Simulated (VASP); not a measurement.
Here is a VASP 6.6.1 calculation.

The input INCAR:

```
ALGO     = Fast           # electronic algorithm
EDIFF    = 1E-6           # SCF threshold, eV
EDIFFG   = -0.04          # ionic threshold
ENCUT    = 600            # plane-wave cutoff, eV
GGA      = PE             # functional
IBRION   = 2              # ionic algorithm
ISIF     = 3              # what is computed and relaxed
ISMEAR   = 0              # smearing method
LASPH    = T              # aspherical terms in the spheres
LCHARG   = F              # write CHGCAR
LREAL    = F              # projectors in reciprocal space
LWAVE    = F              # write WAVECAR
NELM     = 60             # most SCF steps
NSW      = 90             # ionic steps
PREC     = Accurate       # precision mode
SIGMA    = 0.1            # smearing width, eV
```

Contents of KPOINTS:

```
k-points
0
Gamma
  4 4 4
```

POSCAR

```
Sc3H
1.0
    3.9694104029      0.0000000000      0.0000000000
    0.0000000000      3.9694104029      0.0000000000
    0.0000000000      0.0000000000      3.9694104029
Sc H
3 1
Direct
    0.0000000000      0.5000000000      0.5000000000
    0.5000000000      0.0000000000      0.5000000000
    0.5000000000      0.5000000000      0.0000000000
    0.0000000000      0.0000000000      0.0000000000
```

Potentials or basis: VASP PAW PBE potentials, release 64 (Sc_sv, H).

Command:

```console
$ cat potpaw_PBE.64/Sc_sv/POTCAR potpaw_PBE.64/H/POTCAR > POTCAR
$ mpirun -np 1 vasp_std > vasp.out
```

(1) What does it give for the relaxed volume?

(2) What does it give for the space group after relaxing (to 0.1 Å)?

(3) Estimate the band gap on the k mesh.

(4) Predict the relaxed cell.

## Answers

(1) 20.48 Å³/atom.

(2) Pm-3m (No. 221).

(3) zero (bands 17 and 18 overlap by 1.00 eV).

(4) a = 4.343 Å, b = 4.343 Å, c = 4.343 Å, α = 90.00°, β = 90.00°, γ = 90.00°.

Caveat: the k points lie up to 0.36 Å⁻¹ apart in the final cell, too coarse for converged energies and pressures of a metal; the volume moved by over 15 % at a fixed basis, so the end points are rough.
